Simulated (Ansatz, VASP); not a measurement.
# Ti in VASP and in Ansatz

```
Ti
1.0
     4.65557    0.00000    0.00000
    -2.32778    4.03184    0.00000
     0.00000    0.00000    2.87905
Ti
3
Cartesian
  0.0000 -0.0766 0.0000
  0.0000 2.7262 1.4395
  2.3278 1.3822 1.4395
```

Change from the starting cell: mode 6 frozen in at -0.075 Å, equal normal strain along x, y and z +0.0167.

Alike in both runs: task single point; functional PBE; k mesh 12 × 12 × 14; occupations gaussian, width 0.15 eV; no spin polarisation.

|  | VASP | Ansatz |
| --- | --- | --- |
| version | VASP 6.6.1 | Ansatz 0.2.0 |
| potentials or method | VASP PAW PBE potentials, release 64 (Ti_sv), cutoff 500 eV | scalar-relativistic, plane waves, PAW |
| valence electrons in the cell | 36 | 36 |

VASP gave:

- gap on the k mesh at the Fermi level (eV): none
- pressure (GPa): -5.0
- traceless stress, the component that is largest in VASP (GPa): -0.46
- rms of the force components (eV/Å): 0.102

Question: Which values does Ansatz return?

Answer: gap on the k mesh at the Fermi level (eV): none; pressure (GPa): -4.8; traceless stress, the component that is largest in VASP (GPa): -0.47; rms of the force components (eV/Å): 0.104.

Atom by atom the forces differ by 0.001 eV/Å (rms over components). A gap of «none» marks a metal or a gap that the smearing closes.
